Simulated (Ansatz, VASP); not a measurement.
## One calculation of AlAs, two programs

```
Al As
1.0
     2.84066    2.84066    0.00000
    -2.84066    2.84066    0.00000
     0.00000    2.84066    2.84066
Al As
1 1
Direct
  0.00000 0.00000 0.00000
  0.75000 0.25000 0.50000
```

Alike in both runs: task single point; functional LDA; k mesh 8 × 8 × 8; no spin polarisation.

```csv
,VASP,Ansatz
version,VASP 6.6.1,Ansatz 0.2.0
potentials or method,"VASP PAW LDA potentials, release 64 (Al, As), cutoff 500 eV","all-electron LAPW, scalar-relativistic"
occupations,"gaussian, width 0.01 eV",fixed
```

|  | VASP | Ansatz | Ansatz less VASP |
| --- | --- | --- | --- |
| gap on the k mesh at the Fermi level (eV) | 1.36 | 1.37 | +0.011 |
| pressure (GPa) | -1.7 | -2.0 | -0.31 |

LDA's correlation is that of Perdew and Zunger in VASP and of Perdew and Wang (1992) in Ansatz. Ansatz ran all-electron here, and VASP with PAW potentials.
